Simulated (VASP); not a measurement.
Wanted: the native input for a VASP 6.6.1 run.

- Task: relaxation of cell and atoms
- Functional: PBE
- Potentials or basis: VASP PAW PBE potentials, release 64 (Si, Ge_d, F)
- Cutoff: 600 eV
- k mesh: 6 × 6 × 6
- Occupations: gaussian, width 0.1 eV
- Spin: no spin polarisation
- Dipole correction: no
- Further INCAR settings: ALGO = Normal; EDIFF = 1e-06; IBRION = 2; EDIFFG = -0.04; NSW = 90; ISIF = 3

The structure of Si2GeF4 lies in POSCAR:

```
Si2GeF4
1.0
   -2.2140517700      2.2140517700      4.7645121700
    2.2140517700     -2.2140517700      4.7645121700
    2.2140517700      2.2140517700     -4.7645121700
Si Ge F
2 1 4
Direct
    0.2500000000      0.7500000000      0.5000000000
    0.7500000000      0.2500000000      0.5000000000
    0.0000000000      0.0000000000      0.0000000000
    0.7632300300      0.7632300300      0.0000000000
    0.2367699700      0.2367699700      0.0000000000
    0.0000000000      0.5000000000      0.5000000000
    0.5000000000      0.0000000000      0.5000000000
```

The cell was generated, and may not be a known phase.

The input as run:

INCAR

```
SYSTEM = Si2GeF4
ALGO = Normal
EDIFF = 1E-6
EDIFFG = -0.04
ENCUT = 600
GGA = PE
IBRION = 2
ISIF = 3
ISMEAR = 0
LASPH = .TRUE.
LCHARG = .FALSE.
LREAL = .FALSE.
LWAVE = .FALSE.
NELM = 80
NSW = 90
PREC = Accurate
SIGMA = 0.1
```

KPOINTS

```
k-points
0
G
  6 6 6
  0 0 0
```

Potentials or basis: VASP PAW PBE potentials, release 64 (Si, Ge_d, F).

Run with:

```sh
$ cat potpaw_PBE.64/Si/POTCAR potpaw_PBE.64/Ge_d/POTCAR potpaw_PBE.64/F/POTCAR > POTCAR
$ mpirun -np 1 vasp_std > vasp.out
```

Results of the run:

| Item | Value |
| --- | --- |
| Relaxed volume | 14.33 Å³/atom |
| Relaxed cell | a = 5.834 Å, b = 5.834 Å, c = 5.834 Å, α = 134.22°, β = 134.22°, γ = 66.74° |
| Space group after relaxing (to 0.1 Å) | I4/mmm (No. 139) |
| Energy gained by relaxing | 274.0 meV/atom |
| Ionic steps | 31 |
| Pressure after relaxing | -0.1 GPa |
| Largest force after relaxing | 0.029 eV/Å |
| Band gap on the k mesh | zero (bands 25 and 26 overlap by 1.54 eV) |

Run time: 38 min on 1 thread of Intel(R) Xeon(R) Platinum 8488C (Sapphire Rapids) (shared host), peak memory 0.4 GiB.
